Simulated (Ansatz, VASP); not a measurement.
**ZnO: VASP beside Ansatz**

```
Zn O
1.0
     3.01712    0.00000    0.00000
    -1.50856    2.61290    0.00000
     0.00000    0.00000    5.71658
Zn O
2 2
Direct
  0.33333 0.66667 0.00150
  0.66667 0.33333 0.50150
  0.33333 0.66667 0.38060
  0.66667 0.33333 0.88060
```

Change from the starting cell: strain -0.080 along x and y, +0.080 along z, atoms carried along.

Alike in both runs: task single point; functional PBE; k mesh 12 × 12 × 6; occupations gaussian, width 0.05 eV; no spin polarisation.

```csv
,VASP,Ansatz
version,VASP 6.6.1,Ansatz 0.2.0
potentials or method,"VASP PAW PBE potentials, release 64 (Zn, O), cutoff 520 eV","scalar-relativistic, plane waves, PAW"
valence electrons in the cell,36,36
```

Ansatz gave:

- gap on the k mesh at the Fermi level (eV): 0.42
- least direct gap on the mesh (eV): 0.42
- pressure (GPa): 19.6
- traceless stress, the component that is largest in VASP (GPa): -24.92
- rms of the force components (eV/Å): 0.734

Question: What did VASP give for the same quantities?

Answer: gap on the k mesh at the Fermi level (eV): 0.40; least direct gap on the mesh (eV): 0.40; pressure (GPa): 21.2; traceless stress, the component that is largest in VASP (GPa): -25.87; rms of the force components (eV/Å): 0.792.

Atom by atom the forces differ by 0.058 eV/Å (rms over components). The functional is the same, so the differences come from potentials, cutoffs and numerics.
